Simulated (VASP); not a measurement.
Wanted: the native input for a VASP 6.6.1 run.

* Task: single point
* Functional: PBEsol
* Potentials or basis: VASP PAW PBE potentials, release 64 (Al, Ga_d, N)
* Cutoff: 520 eV
* k mesh: 6 × 6 × 6
* Occupations: gaussian, width 0.05 eV
* Spin: no spin polarisation
* Dipole correction: no
* Further INCAR settings: ALGO = Normal; EDIFF = 1e-06; NBANDS = 31

The structure of Al3GaN4 lies in POSCAR:

```
Al3GaN4
1.0
    4.4069948456      0.0000000000      0.0000000000
    0.0000000000      4.4069948456      0.0000000000
    0.0000000000      0.0000000000      4.4069948456
Al Ga N
3 1 4
Direct
    0.5000000000      0.5194918069      0.0000000000
    0.5000000000      0.0680735990      0.5000000000
    0.0000000000      0.5194918069      0.5000000000
    0.0000000000     -0.0567794946      0.0000000000
    0.7251850084      0.7638101022      0.2748149916
    0.7642304270      0.2743946668      0.7642304270
    0.2748149916      0.7638101022      0.7251850084
    0.2357695730      0.2743946668      0.2357695730
```

This cell differs from its parent crystal: mode 4 (242.1 1/cm) frozen in, largest displacement -0.300 Å.

These files were run (other wordings do the same):

INCAR

```
ALGO     = Normal         # electronic algorithm
EDIFF    = 1E-6           # SCF threshold, eV
ENCUT    = 520            # plane-wave cutoff, eV
GGA      = PS             # functional
ISIF     = 2              # what is computed and relaxed
ISMEAR   = 0              # smearing method
LASPH    = True           # aspherical terms in the spheres
LCHARG   = False          # write CHGCAR
LREAL    = False          # projectors in reciprocal space
LWAVE    = False          # write WAVECAR
NBANDS   = 31             # bands
NELM     = 100            # most SCF steps
PREC     = Accurate       # precision mode
SIGMA    = 0.05           # smearing width, eV
```

KPOINTS

```
k-points
0
Gamma
  6 6 6
```

Potentials or basis: VASP PAW PBE potentials, release 64 (Al, Ga_d, N).

Command:

```console
$ cat potpaw_PBE.64/Al/POTCAR potpaw_PBE.64/Ga_d/POTCAR potpaw_PBE.64/N/POTCAR > POTCAR
$ mpirun -np 1 vasp_std > vasp.out
```

It gave:

- Pressure: -0.5 GPa
- Largest force: 3.340 eV/Å
- Band gap on the k mesh: 2.77 eV, indirect (least direct gap 2.81 eV)

Caveat: the cell differs from its parent crystal (mode 4 (242.1 1/cm) frozen in, largest displacement -0.300 Å); the PAW data sets were made with another functional, which shifts forces and pressure a little.

Wall time 86 s on 1 thread of Intel(R) Xeon(R) Platinum 8375C CPU @ 2.90GHz (Ice Lake) (shared host), peak memory 0.28 GiB.
